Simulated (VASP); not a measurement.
ZrB6:

```
Zr B
1.0
     4.00403    0.00000    0.00000
     0.00000    4.00403    0.00000
     0.00000    0.00000    4.00403
Zr B
1 6
Direct
  0.00000 0.00000 0.00000
  0.50000 0.50000 0.20000
  0.50000 0.50000 0.80000
  0.20000 0.50000 0.50000
  0.80000 0.50000 0.50000
  0.50000 0.20000 0.50000
  0.50000 0.80000 0.50000
```

| Property | Result |
| --- | --- |
| Program | VASP 6.6.1 |
| Task | relaxation of cell and atoms |
| Functional | PBE |
| Potentials or basis | VASP PAW PBE potentials, release 64 (Zr_sv, B) |
| Cutoff | 600 eV |
| k mesh | 4 × 4 × 4 |
| Occupations | gaussian, width 0.1 eV |
| Spin | no spin polarisation |

At the start: pressure 7.3 GPa; volume 9.17 Å³/atom.

Problem. Where does the relaxation end?

Solution. Over 6 steps the energy falls by 11.5 meV/atom and the volume is 9.49 Å³/atom (+3.5 %); space group Pm-3m (No. 221, to 0.05 Å).

The path:
```
step  energy change (eV)  largest force (eV/Å)  pressure (GPa)  volume (Å³)
   1              0.0000                1.0253            7.30        64.19
   2              0.3298                3.2076           -4.65        68.16
   3             -0.0668                0.2928            2.98        65.30
   4             -0.0668                0.2598            3.09        65.27
   5             -0.0761                0.1330           -1.72        67.11
   6             -0.0807                0.0035           -0.01        66.43
```

Final structure:
```cif
data_structure
_symmetry_space_group_name_H-M 'P 1'
_symmetry_Int_Tables_number 1
_cell_length_a 4.0499
_cell_length_b 4.0499
_cell_length_c 4.0499
_cell_angle_alpha 90.000
_cell_angle_beta 90.000
_cell_angle_gamma 90.000
_cell_volume 66.43
loop_
_atom_site_label
_atom_site_type_symbol
_atom_site_fract_x
_atom_site_fract_y
_atom_site_fract_z
_atom_site_occupancy
Zr1 Zr 0.00000 0.00000 0.00000 1
B1 B 0.50000 0.50000 0.19738 1
B2 B 0.50000 0.50000 0.80262 1
B3 B 0.19738 0.50000 0.50000 1
B4 B 0.80262 0.50000 0.50000 1
B5 B 0.50000 0.19738 0.50000 1
B6 B 0.50000 0.80262 0.50000 1
```

Caveat: the k points lie up to 0.39 Å⁻¹ apart in the final cell.
